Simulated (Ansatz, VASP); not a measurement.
**One calculation of MgO, two programs**

```
Mg O
1.0
     3.34869    0.00000    0.00000
    -1.67435    2.90005    0.00000
     0.00000    0.00000    4.88473
Mg O
2 2
Cartesian
  0.0000 1.9334 -0.1552
  1.6743 0.9667 2.2872
  0.0000 1.9334 1.9585
  1.6743 0.9667 4.4009
```

Alike in both runs: task single point; functional PBEsol; k mesh 9 × 9 × 6; occupations gaussian, width 0.05 eV; no spin polarisation.

```csv
,VASP,Ansatz
version,VASP 6.6.1,Ansatz 0.2.0
potentials or method,"VASP PAW PBE potentials, release 64 (Mg, O), cutoff 520 eV","scalar-relativistic, plane waves, PAW"
valence electrons in the cell,16,32
```

|  | VASP | Ansatz | Ansatz less VASP |
| --- | --- | --- | --- |
| gap on the k mesh at the Fermi level (eV) | 3.04 | 3.05 | +0.008 |
| least direct gap on the mesh (eV) | 3.04 | 3.05 | +0.008 |
| pressure (GPa) | -1.8 | -1.5 | +0.32 |
| traceless stress, the component that is largest in VASP (GPa) | -5.44 | -5.40 | +0.043 |
| rms of the force components (eV/Å) | 0.217 | 0.213 | -0.0040 |

VASP's potentials were made for PBE, not for PBEsol, and Ansatz warns of the same on its side. Atom by atom the forces differ by 0.004 eV/Å (rms over components). VASP's potentials hold 16 valence electrons a cell and Ansatz's 32, so a difference there can come from the potentials and not from the codes.
